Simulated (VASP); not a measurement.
Input of a VASP 6.6.1 run:

File INCAR:

```
SYSTEM = Au
ALGO = Fast
EDIFF = 1E-6
EDIFFG = -0.008
ENCUT = 600
GGA = PS
IBRION = 2
ISIF = 3
ISMEAR = 0
LASPH = .TRUE.
LCHARG = .FALSE.
LREAL = .FALSE.
LWAVE = .FALSE.
NELM = 100
NSW = 70
PREC = Accurate
PSTRESS = -30.0
SIGMA = 0.1
```

Contents of KPOINTS:

```
k-points
0
G
  16 16 10
  0 0 0
```

Contents of POSCAR:

```
Au
1.0
    1.4234568121     -2.5409978818      0.0000000000
    1.4234568121      2.5409978818      0.0000000000
    0.0000000000      0.0000000000      4.8464427923
Au
2
Direct
    0.6638639510      0.3361360490      0.2500000000
    0.3361360490      0.6638639510      0.7500000000
```

Potentials or basis: VASP PAW PBE potentials, release 64 (Au).

Run with:

```console
$ cat potpaw_PBE.64/Au/POTCAR > POTCAR
$ mpirun -np 1 vasp_std > vasp.out
```

Question: What does it give for the relaxed volume?

Answer: 17.34 Å³/atom.

Question: Estimate the space group after relaxing (to 0.1 Å).

Answer: Cmcm (No. 63).

The path:
```csv
step,energy change (eV),largest force (eV/Å),pressure (GPa),volume (Å³)
1,0.0000,0.0009,-4.69,35.06
2,-0.0151,0.0018,-0.36,34.13
3,-0.0093,0.0001,-2.86,34.67
4,-0.0088,0.0001,-3.13,34.70
5,-0.0090,0.0000,-3.08,34.69
6,-0.0091,0.0003,-3.04,34.69
7,-0.0091,0.0009,-3.02,34.68
```

Caveat: the cell is relaxed towards a set pressure, so the run minimises the enthalpy, not the energy; the PAW data sets were made with another functional, which shifts forces and pressure a little.
